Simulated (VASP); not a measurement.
Input of a VASP 6.6.1 run:

File INCAR:

```
PREC = Accurate ; ENCUT = 550
EDIFF = 1E-6 ; ISMEAR = 0
SIGMA = 0.1 ; LREAL = F
LASPH = T ; NELM = 300
ALGO = All ; ISIF = 2
LWAVE = F ; LCHARG = F
GGA = PE ; NBANDS = 39
GGA_COMPAT = F ; ISEARCH = 1
KPAR = 4
```

Contents of KPOINTS:

```
regular mesh
0
Gamma
  4 4 6
```

Contents of POSCAR:

```
Ti3Al4Ni
1.0
    5.8355139428      0.0000000000      0.0000000000
    0.0000000000      5.8355139428      0.0000000000
    0.0000000000      0.0000000000      3.5919545998
Ti Al Ni
3 4 1
Direct
    0.0000000000      0.0000000000      0.5000000000
    0.0000000000      0.5000000000      0.5000000000
    0.5000000000      0.0000000000      0.5000000000
    0.7305307491      0.7305307491      0.0000000000
    0.7305307491      0.2694692509      0.0000000000
    0.2694692509      0.7305307491      0.0000000000
    0.2694692509      0.2694692509      0.0000000000
    0.5000000000      0.5000000000      0.5000000000
```

Potentials or basis: VASP PAW PBE potentials, release 64 (Ti_sv, Al, Ni).

Command:

```console
$ cat potpaw_PBE.64/Ti_sv/POTCAR potpaw_PBE.64/Al/POTCAR potpaw_PBE.64/Ni/POTCAR > POTCAR
$ mpirun -np 4 vasp_std > vasp.out
```

(1) Predict the pressure.

(2) Estimate the largest force.

Results:

(1) 0.3 GPa.

(2) 0.034 eV/Å.
